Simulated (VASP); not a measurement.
GaN: single point with PBEsol

Crystal: GaN.

```
CELL_PARAMETERS angstrom
0.00000 2.10973 2.10973
2.10973 0.00000 2.10973
2.10973 2.10973 0.00000
ATOMIC_POSITIONS crystal
Ga 0.00000 0.00000 0.00000
N 0.50000 0.50000 0.50000
```

```yaml
Program: VASP 6.6.1
Task: single point
Functional: PBEsol
Potentials_or_basis: VASP PAW PBE potentials, release 64 (Ga_d, N)
Cutoff: 520 eV
k_mesh: 10 × 10 × 10
Occupations: fermi-dirac, width 0.02 eV
Spin: no spin polarisation
Dipole_correction: no
Further_INCAR_settings: ALGO = Normal; EDIFF = 1e-06; NBANDS = 16
```

| Quantity | Value |
| --- | --- |
| Pressure | 0.5 GPa |
| Band gap on the k mesh | 0.57 eV (least direct gap 2.82 eV) |

Levels at points of the mesh, in eV from the valence-band top:
```
           k point  band 5  band 6  band 7  band 8  band 9  band 10  band 11  band 12  band 13  band 14
(0.00, 0.00, 0.00)  -13.81  -13.81   -0.50   -0.50   -0.50     2.32    14.66    14.66    14.66    15.81
(0.50, 0.00, 0.00)  -13.67  -13.67   -8.32   -0.14   -0.14     4.65     9.03     9.03     9.47    16.27
(0.50, 0.50, 0.00)  -13.61  -10.87   -7.22   -3.07   -3.07     0.57     7.71    11.93    14.51    14.51
```

It took 28 s on 1 thread of Intel Xeon 8259CL (shared host), peak memory 0.14 GiB.

Caveat: the structure was generated, so it needn't be the stable form of GaN; the PAW data sets were made with another functional, which shifts forces and pressure a little. A k mesh can miss the band edges.
